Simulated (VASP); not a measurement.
A run of VASP 6.6.1:

INCAR

```
SYSTEM = YNi2B2C
PREC = Accurate
ENCUT = 520
EDIFF = 1E-6
ISMEAR = 0
SIGMA = 0.1
LREAL = .False.
LASPH = .True.
NELM = 80
ALGO = Normal
ISIF = 2
LWAVE = .False.
LCHARG = .False.
GGA = PS
NBANDS = 30
```

The input KPOINTS:

```
Automatic mesh
0
Gamma
  14 14 14
  0 0 0
```

POSCAR

```
YNi2B2C
1.0
   -1.6999376830      1.6999376830      4.9855970863
    1.6999376830     -1.6999376830      4.9855970863
    1.6999376830      1.6999376830     -4.9855970863
Y Ni B C
1 2 2 1
Direct
    0.5000000000      0.5000000000      0.0000000000
    0.7500000000      0.2500000000      0.5000000000
    0.2500000000      0.7500000000      0.5000000000
    0.1465075648      0.1465075648      0.0000000000
    0.8534924352      0.8534924352      0.0000000000
    0.0000000000      0.0000000000      0.0000000000
```

Potentials or basis: VASP PAW PBE potentials, release 64 (Y_sv, Ni, B, C).

Launch:

```sh
$ cat potpaw_PBE.64/Y_sv/POTCAR potpaw_PBE.64/Ni/POTCAR potpaw_PBE.64/B/POTCAR potpaw_PBE.64/C/POTCAR > POTCAR
$ mpirun -np 1 vasp_std > vasp.out
```

Hardware: 1 thread of AMD EPYC 9R45 96-Core Processor (Zen 5) (shared host).

Task: Estimate the wall time of this run.

Result: Wall time 9.9 min on 1 thread of AMD EPYC 9R45 96-Core Processor (Zen 5), on a shared host, peak memory 0.6 GiB. Counts: scf iterations 18, k points 244.
